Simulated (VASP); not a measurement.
# NbAs: single point with PBE

The system is NbAs.

```xyz
4
Lattice="4.6302 0.0000 0.0000 -2.3151 4.0099 0.0000 0.0000 0.0000 5.2084" Properties=species:S:1:pos:R:3 pbc="T T T"
Nb    0.0000    2.6733    2.3853
Nb    2.3151    1.3366    2.3853
As    0.0000    2.6733    4.9896
As    2.3151    1.3366    4.9896
```

```yaml
Program: VASP 6.6.1
Task: single point
Functional: PBE
Potentials_or_basis: VASP PAW PBE potentials, release 64 (Nb_sv, As)
Cutoff: 500 eV
k_mesh: 6 × 6 × 4
Occupations: gaussian, width 0.2 eV
Spin: no spin polarisation
Dipole_correction: no
Further_INCAR_settings: ALGO = Normal; EDIFF = 1e-06; NBANDS = 26
```

```yaml
Pressure: 0.5 GPa
Band_gap_on_the_k_mesh: zero (band 18 reaches 6.46 eV, above the bottom of band 19 at 5.64 eV)
```

Stress tensor (GPa, compression positive):
```
0.72 0.00 0.00
0.00 0.72 0.00
0.00 0.00 0.11
```

Levels at points of the mesh, in eV from the Fermi level:
```tsv
k point	band 16	band 17	band 18	band 19	band 20	band 21
(0.00, 0.00, 0.00)	-0.97	-0.35	-0.35	0.82	0.93	0.93
(0.50, 0.00, 0.00)	-1.45	-0.86	-0.81	0.67	1.82	1.83
(0.00, 0.00, 0.50)	-0.15	-0.15	0.37	0.37	0.64	0.64
(0.50, 0.00, 0.50)	-0.80	-0.77	0.56	0.57	0.72	1.18
```

Run time: 46 s on 1 thread of Intel Xeon 6975P-C, with other jobs on the host, peak memory 0.24 GiB.
